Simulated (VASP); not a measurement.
A run of VASP 6.6.1 is set up as follows.

INCAR

```
  PREC = Accurate
  ENCUT = 600
  EDIFF = 1E-6
  ISMEAR = -1
  SIGMA = 0.15
  LREAL = F
  LASPH = T
  NELM = 120
  ALGO = Normal
  ISIF = 2
  LWAVE = F
  LCHARG = F
  GGA = PS
  NBANDS = 16
  GGA_COMPAT = F
```

The input KPOINTS:

```
regular mesh
0
Gamma
  16 16 16
```

POSCAR

```
ZrN
1.0
    0.0000000000      2.2793691761      2.2793691761
    2.2793691761      0.0000000000      2.2793691761
    2.2793691761      2.2793691761      0.0000000000
Zr N
1 1
Direct
    0.0000000000      0.0000000000      0.0000000000
    0.5000000000      0.5000000000      0.5000000000
```

Potentials or basis: VASP PAW PBE potentials, release 64 (Zr_sv, N).

Run with:

```sh
$ cat potpaw_PBE.64/Zr_sv/POTCAR potpaw_PBE.64/N/POTCAR > POTCAR
$ mpirun -np 1 vasp_std > vasp.out
```

(1) Estimate the pressure.

## Answers

(1) -0.7 GPa.

Caveat: the PAW data sets were made with another functional, which shifts forces and pressure a little.
